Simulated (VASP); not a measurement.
Set up this calculation in VASP 6.6.1, as the native input.

- Task: single point
- Functional: PBE
- Potentials or basis: VASP PAW PBE potentials, release 64 (Al, Ni)
- Cutoff: 520 eV
- k mesh: 16 × 16 × 16
- Occupations: gaussian, width 0.15 eV
- Spin: no spin polarisation
- Dipole correction: no
- Further INCAR settings: ALGO = Fast; EDIFF = 1e-06; NBANDS = 14

The structure of AlNi lies in POSCAR:

```
AlNi
1.0
    2.8927237805      0.0000000000      0.0000000000
    0.0000000000      2.8927237805      0.0000000000
    0.0000000000      0.0000000000      2.8927237805
Al Ni
1 1
Direct
   -0.0207416969     -0.0069138990      0.0000000000
    0.5095350226      0.5031783409      0.5000000000
```

This cell differs from its parent crystal: atoms displaced along a vibrational mode.

The input as run:

INCAR

```
PREC     = Accurate       # precision mode
ENCUT    = 520            # plane-wave cutoff, eV
EDIFF    = 1E-6           # SCF threshold, eV
ISMEAR   = 0              # smearing method
SIGMA    = 0.15           # smearing width, eV
LREAL    = F              # projectors in reciprocal space
LASPH    = T              # aspherical terms in the spheres
NELM     = 80             # most SCF steps
ALGO     = Fast           # electronic algorithm
ISIF     = 2              # what is computed and relaxed
LWAVE    = F              # write WAVECAR
LCHARG   = F              # write CHGCAR
GGA      = PE             # functional
NBANDS   = 14             # bands
```

KPOINTS

```
regular mesh
0
Gamma
  16 16 16
```

Potentials or basis: VASP PAW PBE potentials, release 64 (Al, Ni).

The run is started by

```sh
$ cat potpaw_PBE.64/Al/POTCAR potpaw_PBE.64/Ni/POTCAR > POTCAR
$ mpirun -np 1 vasp_std > vasp.out
```

Results of the run:

- Pressure: 0.5 GPa
- Largest force: 0.529 eV/Å
- Band gap on the k mesh: zero (an odd number of electrons rules out a gap without spin polarisation)

Caveat: the cell differs from its parent crystal (atoms displaced along a vibrational mode).

Wall time 5.4 min on 1 thread of Intel(R) Xeon(R) Platinum 8259CL CPU @ 2.50GHz (Skylake/Cascade Lake), with other jobs on the host, peak memory 0.49 GiB.
